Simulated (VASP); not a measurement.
Runs of VASP 6.6.1 on Hf. The structure is that of space group P6_3/mmc (No. 194), or close to it. The cells are those of the table. 

| cell | further INCAR settings | gap on the mesh (eV) | pressure (GPa) |
| --- | --- | --- | --- |
| a = 3.318, b = 3.318, c = 5.296 Å, angles 90.0, 90.0, 120.0°, 2 atoms | ALGO = Fast; EDIFF = 1e-06; NBANDS = 17 | none | -13.9 |
| a = 3.318, b = 3.318, c = 4.697 Å, angles 90.0, 90.0, 120.0°, 2 atoms | ALGO = Fast; EDIFF = 1e-06; NBANDS = 17 | none | -3.2 |
| a = 3.318, b = 3.318, c = 5.596 Å, angles 90.0, 90.0, 120.0°, 2 atoms | ALGO = Fast; EDIFF = 1e-06; NBANDS = 17 | none | -16.9 |
| a = 3.160, b = 3.160, c = 5.596 Å, angles 90.0, 90.0, 120.0°, 2 atoms | ALGO = Fast; EDIFF = 1e-06; NBANDS = 17 | none | -10.7 |
| a = 3.318, b = 3.318, c = 4.996 Å, angles 90.0, 90.0, 120.0°, 2 atoms | ALGO = Fast; EDIFF = 1e-06; NBANDS = 17 | none | -9.5 |
| a = 3.239, b = 3.239, c = 4.996 Å, angles 90.0, 90.0, 120.0°, 2 atoms | ALGO = Fast; EDIFF = 1e-07; NBANDS = 17 | none | (b) |
| a = 3.081, b = 3.081, c = 5.596 Å, angles 90.0, 90.0, 120.0°, 2 atoms | ALGO = Fast; EDIFF = 1e-06; NBANDS = 17 | none | (a) |
| a = 3.160, b = 3.160, c = 5.296 Å, angles 90.0, 90.0, 120.0°, 2 atoms | ALGO = Fast; EDIFF = 1e-06; NBANDS = 17 | none | -6.3 |
| a = 3.239, b = 3.239, c = 5.296 Å, angles 90.0, 90.0, 120.0°, 2 atoms | ALGO = Fast; EDIFF = 1e-06; NBANDS = 17 | none | -10.5 |
| a = 3.239, b = 3.239, c = 5.596 Å, angles 90.0, 90.0, 120.0°, 2 atoms | ALGO = Fast; EDIFF = 1e-07; NBANDS = 17 | none | -14.2 |

Alike in all rows: task single point; level PBEsol; potentials or basis VASP PAW PBE potentials, release 64 (Hf_pv); no spin polarisation; k mesh 18 × 18 × 10; cutoff (eV) 520; smearing gaussian 0.15 eV.

**Question.** Estimate the missing entries.

**Answer.** (a) -6.5; (b) -5.4.

Caveats: the cell stands under tension; the PAW data sets were made with another functional, which shifts forces and pressure a little; spin-orbit coupling is left out, which moves the levels of the heavy elements.

A k mesh can miss the band edges, and the runs leave out spin-orbit coupling on Hf.

A gap of «none» marks levels without a gap at the run's occupations.
